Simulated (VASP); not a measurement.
A run of VASP 6.6.1:

File INCAR:

```
PREC = Accurate
ENCUT = 520
EDIFF = 1E-6
ISMEAR = 0
SIGMA = 0.1
LREAL = Auto
LASPH = T
NELM = 120
ALGO = Normal
ISIF = 2
LWAVE = F
LCHARG = T
GGA = PE
LELF = T
LVHAR = T
NBANDS = 72
GGA_COMPAT = F
```

The input KPOINTS:

```
regular mesh
0
Gamma
  3 3 3
```

Contents of POSCAR:

```
Al32C
1.0
    8.1000000000      0.0000000000      0.0000000000
    0.0000000000      8.1000000000      0.0000000000
    0.0000000000      0.0000000000      8.1000000000
Al C
32 1
Direct
    0.4906511111      0.0105854321     -0.0362218519
    0.7539743210      0.2553246914     -0.0054959259
    0.7745306173      0.0094483951      0.2596877778
    0.0005675309     -0.0009403704     -0.0028741975
    0.2464634568      0.2511670370     -0.0003614815
    0.4977576543      0.4969569136     -0.0052943210
    0.7379911111      0.7580891358      0.0080913580
    0.2645450617     -0.0069818519      0.2432165432
    0.5027807407      0.2468260494      0.2468748148
    0.7553128395      0.4971158025      0.2500175309
    0.5025735802     -0.0030853086      0.4978088889
    0.7491420988      0.2515051852      0.5016349383
    0.7554539506     -0.0000720988      0.7473154321
   -0.0031359259      0.5004141975     -0.0016854321
    0.2420669136      0.7427561728     -0.0070658025
    0.0051822222      0.2504279012      0.2486453086
    0.2431674074      0.4939251852      0.2486623457
    0.4906967901      0.7141850617      0.2608434568
    0.0053155556     -0.0015103704      0.5005872840
    0.2520767901      0.2452956790      0.4954440741
    0.4994572840      0.4929706173      0.5045839506
    0.7539301235      0.7444169136      0.5055134568
    0.2429482716     -0.0014604938      0.7441771605
    0.4994381481      0.2546996296      0.7433095062
    0.7498255556      0.5010593827      0.7511166667
    0.0006150617      0.7468370370      0.2492007407
    0.0004387654      0.4975154321      0.5010614815
    0.2464429630      0.7494766667      0.5013486420
    0.0004792593      0.2509408642      0.7476400000
    0.2463709877      0.4968188889      0.7469649383
    0.4977314815      0.7443001235      0.7471064198
   -0.0031777778      0.7481465432      0.7505280247
    0.5559303704      0.9339325926      0.1835165432
```

Potentials or basis: VASP PAW PBE potentials, release 64 (Al, C).

Run with:

```sh
$ cat potpaw_PBE.64/Al/POTCAR potpaw_PBE.64/C/POTCAR > POTCAR
$ mpirun -np 1 vasp_std > vasp.out
```

Hardware: 1 thread of Intel(R) Xeon(R) Platinum 8259CL CPU @ 2.50GHz (Skylake/Cascade Lake) (shared host).

Problem. How long does it take, and how much memory?

Solution. Run time: 11 min on 1 thread of Intel(R) Xeon(R) Platinum 8259CL CPU @ 2.50GHz (Skylake/Cascade Lake), on a shared host, peak memory 0.66 GiB. Counts: scf iterations 17, k points 14.
